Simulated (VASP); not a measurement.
# Zn (Pm-3m) in VASP: a series of runs, part 2 of 2

VASP 6.6.1.

### Step 5. Relaxation of cell and atoms, PBE

Input file INCAR:

```
SYSTEM = Zn
PREC = Accurate ; ENCUT = 600
EDIFF = 1E-7 ; ISMEAR = 1
SIGMA = 0.1 ; LREAL = .FALSE.
LASPH = .TRUE. ; NELM = 80
ALGO = Normal ; ISIF = 3
LWAVE = .FALSE. ; LCHARG = .FALSE.
GGA = PE ; IBRION = 2
NSW = 80 ; EDIFFG = -0.02
```

Input file KPOINTS:

```
regular mesh
0
G
  8 8 8
  0 0 0
```

Input file POSCAR:

```
Zn
1.0
    2.6356260304      0.0000000000      0.0000000000
    0.0000000000      2.6356260304      0.0000000000
    0.0000000000      0.0000000000      2.6356260304
Zn
1
Direct
    0.0000000000      0.0000000000      0.0000000000
```

Potentials or basis: VASP PAW PBE potentials, release 64 (Zn).

On the command line:

```console
cat potpaw_PBE.64/Zn/POTCAR > POTCAR
mpirun -np 1 vasp_std > vasp.out
```

OUTCAR:

```text
SYSTEM = Zn
   PREC = Accurate
   ENCUT = 600
   EDIFF = 1E-7
   ISMEAR = 1
   LREAL = .FALSE.
   LASPH = .TRUE.
   NELM = 80
   ISIF = 3
   GGA = PE
   IBRION = 2
   NSW = 80
   EDIFFG = -0.02

 ion  position               nearest neighbor table
   1  0.000  0.000  0.000-

  LATTYP: Found a simple cubic cell.
 ALAT       =     2.6356260304

  Lattice vectors:

 A1 = (   2.6356260304,   0.0000000000,   0.0000000000)
 A2 = (   0.0000000000,   2.6356260304,   0.0000000000)
 A3 = (   0.0000000000,   0.0000000000,   2.6356260304)

Analysis of symmetry for initial positions (statically):
=====================================================================
 Subroutine PRICEL returns:
 Original cell was already a primitive cell.

 Routine SETGRP: Setting up the symmetry group for a
 simple cubic supercell.

 Subroutine GETGRP returns: Found 48 space group operations
[... 9 lines left out ...]

 Routine SETGRP: Setting up the symmetry group for a
 simple cubic supercell.

 Subroutine GETGRP returns: Found 48 space group operations
[... 11 lines left out ...]
                                     Primitive cell

  volume of cell :      18.3084

  direct lattice vectors                    reciprocal lattice vectors
     2.635626030  0.000000000  0.000000000     0.379416499  0.000000000  0.000000000
     0.000000000  2.635626030  0.000000000     0.000000000  0.379416499  0.000000000
     0.000000000  0.000000000  2.635626030     0.000000000  0.000000000  0.379416499

  length of vectors
     2.635626030  2.635626030  2.635626030     0.379416499  0.379416499  0.379416499

  position of ions in fractional coordinates (direct lattice)
     0.000000000  0.000000000  0.000000000

  ion indices of the primitive-cell ions
   primitive index   ion index
                 1           1

----------------------------------------------------------------------------------------

 KPOINTS: regular mesh

Automatic generation of k-mesh.
 Grid dimensions read from file:
 generate k-points for:    8    8    8

 Generating k-lattice:

  Cartesian coordinates                     Fractional coordinates (reciprocal lattice)
     0.047427062  0.000000000  0.000000000     0.125000000  0.000000000  0.000000000
     0.000000000  0.047427062  0.000000000     0.000000000  0.125000000  0.000000000
     0.000000000  0.000000000  0.047427062     0.000000000  0.000000000  0.125000000

  Length of vectors
     0.047427062  0.047427062  0.047427062

  Shift w.r.t. Gamma in fractional coordinates (k-lattice)
     0.000000000  0.000000000  0.000000000

 Subroutine IBZKPT returns following result:
 ===========================================

 Found     35 irreducible k-points:

 Following reciprocal coordinates:
            Coordinates               Weight
[... 67 lines left out ...]
   LORBIT       =      0    0 simple, 1 ext, 2 COOP (PROOUT), +10 PAW based schemes
   GGA     = PE    functional components
   LHFCALC =     F    Hartree Fock is set to
   AEXX    =    0.0000 exact exchange contribution
   IVDW    =     0    specifies the selected vdW correction
   LEPSILON=     F    determine dielectric tensor
   LRPA    =     F    only Hartree local field effects (RPA)
 conjugate gradient relaxation of ions
 non-spin polarized calculation
 Methfessel and Paxton  Order N= 1 SIGMA  =   0.10
  energy-cutoff  :      600.00
  volume of cell :       18.31
 maximum number of plane-waves:       627
 NGX is ok and might be reduce to    24
   NGX = 11   NGY = 11   NGZ = 11

--------------------------------------- Ionic step        1  -------------------------------------------

 number of electron      12.0000009 magnetization

 Free energy of the ion-electron system (eV)
  ---------------------------------------------------
  ext. energy  EPLUGINS =         0.00000000
  ---------------------------------------------------
  free energy    TOTEN  =        -0.90062919 eV

  energy without entropy =       -0.90034052  energy(sigma->0) =       -0.90053296

------------------------ aborting loop because EDIFF is reached ----------------------------------------

  FORCE on cell =-STRESS in cart. coord.  units (eV):
  Direction    XX          YY          ZZ          XY          YZ          ZX
  --------------------------------------------------------------------------------------
  -------------------------------------------------------------------------------------
  Total        0.0208766      0.0208766      0.0208766     -0.0000000      0.0000000     -0.0000000
  in kB        1.8269159      1.8269159      1.8269159     -0.0000000      0.0000000     -0.0000000
  external PRESSURE =       1.8269159 kB  Pullay stress =       0.0000000 kB

 VOLUME and BASIS-vectors are now :
 -----------------------------------------------------------------------------
  energy-cutoff  :      600.00
  volume of cell :       18.31
      direct lattice vectors                 reciprocal lattice vectors
     2.635626030  0.000000000  0.000000000     0.379416499  0.000000000  0.000000000
     0.000000000  2.635626030  0.000000000     0.000000000  0.379416499  0.000000000
     0.000000000  0.000000000  2.635626030     0.000000000  0.000000000  0.379416499

 POSITION                                       TOTAL-FORCE (eV/Angst)
 -----------------------------------------------------------------------------------
      0.00000      0.00000      0.00000         0.000000      0.000000      0.000000
 -----------------------------------------------------------------------------------
    total drift:                                0.000000      0.000000      0.000000

  FREE ENERGIE OF THE ION-ELECTRON SYSTEM (eV)
  ---------------------------------------------------
  free  energy   TOTEN  =        -0.9006291867 eV

  energy  without entropy=       -0.9003405197  energy(sigma->0) =       -0.90053296

--------------------------------------- Ionic step        2  -------------------------------------------

 number of electron      12.0000010 magnetization

 Free energy of the ion-electron system (eV)
  ---------------------------------------------------
  ext. energy  EPLUGINS =         0.00000000
  ---------------------------------------------------
  free energy    TOTEN  =        -0.90066536 eV

  energy without entropy =       -0.90037573  energy(sigma->0) =       -0.90056882

 E-fermi :   2.0475     XC(G=0): -10.5195

 val. band max:        1.5671968346   @ k =   0.5000   0.3750   0.1250
 cond. band min:       2.0810102415   @ k =   0.5000   0.2500   0.2500
 fundamental gap:      0.5138134069
 Fermi energy:         2.0475327142

 k-point     1 :       0.0000    0.0000    0.0000
  band No.  band energies     occupation
      1      -7.1711      2.00000
      2      -6.1277      2.00000
      3      -6.1277      2.00000
      4      -5.0013      2.00000
      5      -5.0013      2.00000
      6      -5.0013      2.00000
      7      13.8616      0.00000
      8      13.8616      0.00000
      9      13.8616      0.00000
     10      16.7654      0.00000
[... 287 lines left out ...]
 k-point    24 :       0.5000    0.3750    0.1250
  band No.  band energies     occupation
      1      -5.9604      2.00000
      2      -5.6941      2.00000
      3      -5.3812      2.00000
      4      -5.3232      2.00000
      5      -4.8836      2.00000
      6       1.5672      2.00000
      7       2.5221     -0.00000
      8       7.1221      0.00000
      9       9.7233      0.00000
     10      18.4216      0.00000

 [... further k-points ...]
[... 5 lines left out ...]
  --------------------------------------------------------------------------------------
  -------------------------------------------------------------------------------------
  Total        0.0036137      0.0036137      0.0036137      0.0000000     -0.0000000      0.0000000
  in kB        0.3152853      0.3152853      0.3152853      0.0000000     -0.0000000      0.0000000
  external PRESSURE =       0.3152853 kB  Pullay stress =       0.0000000 kB

 VOLUME and BASIS-vectors are now :
 -----------------------------------------------------------------------------
  energy-cutoff  :      600.00
  volume of cell :       18.36
      direct lattice vectors                 reciprocal lattice vectors
     2.638280479  0.000000000 -0.000000000     0.379034757  0.000000000  0.000000000
    -0.000000000  2.638280479 -0.000000000    -0.000000000  0.379034757 -0.000000000
    -0.000000000  0.000000000  2.638280479     0.000000000  0.000000000  0.379034757

 POSITION                                       TOTAL-FORCE (eV/Angst)
 -----------------------------------------------------------------------------------
      0.00000      0.00000      0.00000        -0.000000      0.000000      0.000000
 -----------------------------------------------------------------------------------
    total drift:                                0.000000     -0.000000      0.000000

  FREE ENERGIE OF THE ION-ELECTRON SYSTEM (eV)
  ---------------------------------------------------
  free  energy   TOTEN  =        -0.9006653598 eV

  energy  without entropy=       -0.9003757286  energy(sigma->0) =       -0.90056882

 reached required accuracy - stopping structural energy minimisation
```

Run time: 17 s. Hardware: 1 thread of AMD EPYC 7R43 (Zen 3), shared host; peak memory 0.1 GiB.

Results:

```yaml
Free_energy: -0.9007 eV
Relaxed_volume: 18.36 Å³/atom
Relaxed_cell: a = 2.638 Å, b = 2.638 Å, c = 2.638 Å, α = 90.00°, β = 90.00°, γ = 90.00°
Space_group_after_relaxing_to_0.05_Å: Pm-3m (No. 221)
Energy_gained_by_relaxing: 0.0 meV/atom
Ionic_steps: 2
Pressure_after_relaxing: 0.0 GPa
Band_gap_on_the_k_mesh: zero (band 6 reaches 7.20 eV, above the bottom of band 7 at -0.99 eV)
```

Final structure:
```
CELL_PARAMETERS angstrom
2.63828 0.00000 0.00000
0.00000 2.63828 0.00000
0.00000 0.00000 2.63828
ATOMIC_POSITIONS crystal
Zn 0.00000 0.00000 0.00000
```

Levels at points of the mesh, in eV from the Fermi level:
```tsv
k point	band 4	band 5	band 6	band 7	band 8	band 9
(0.00, 0.00, 0.00)	-7.05	-7.05	-7.05	11.81	11.81	11.81
(0.50, 0.00, 0.00)	-7.38	-7.02	-3.22	-3.04	16.22	16.22
(0.50, 0.50, 0.00)	-7.32	-6.78	1.09	1.09	2.11	5.81
(0.50, 0.50, 0.50)	-6.77	-6.77	5.15	5.15	5.15	8.99
```

### Step 6. Overview

| task | cell | cutoff (eV) | gap on the mesh (eV) | pressure (GPa) | relaxed volume (Å³/atom) |
| --- | --- | --- | --- | --- | --- |
| single point | a = 2.636 Å, 1 atom | 520 | none | 0.2 | - |
| relaxation of cell and atoms | relaxed from a = 2.560 Å, 1 atom | 600 | none | 0.0 | 18.39 |
| relaxation of cell and atoms | relaxed from a = 2.636 Å, 1 atom | 600 | none | 0.0 | 18.36 |

Alike in all rows: level PBE; potentials or basis VASP PAW PBE potentials, release 64 (Zn); no spin polarisation; k mesh 8 × 8 × 8; smearing methfessel-paxton 0.1 eV.

Absolute energies hang on the potentials; compare differences alone.
